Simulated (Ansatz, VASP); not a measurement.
Ba in VASP and in Ansatz

```
Ba
1.0
     4.50095    0.00000    0.00000
    -2.25047    3.89794    0.00000
     0.00000    0.00000   14.69117
Ba
4
Cartesian
  -2.2505 3.8979 14.6912
  -2.2505 3.8979 7.3456
  0.0000 2.5986 3.6728
  2.2505 1.2993 11.0184
```

Alike in both runs: task single point; functional BLYP; k mesh 9 × 9 × 3; occupations fermi-dirac, width 0.1 eV; no spin polarisation.

|  | VASP | Ansatz |
| --- | --- | --- |
| version | VASP 6.6.1 | Ansatz 0.2.0 |
| potentials or method | VASP PAW PBE potentials, release 64 (Ba_sv), cutoff 520 eV | plane waves (420 eV) with PAW, scalar-relativistic |
| valence electrons in the cell | 40 | 40 |

```csv
,VASP,Ansatz,Ansatz less VASP
pressure (GPa),0.4,0.4,-0.04
```

VASP's potentials were made for PBE, not for BLYP.

Neither program's run includes spin-orbit coupling.
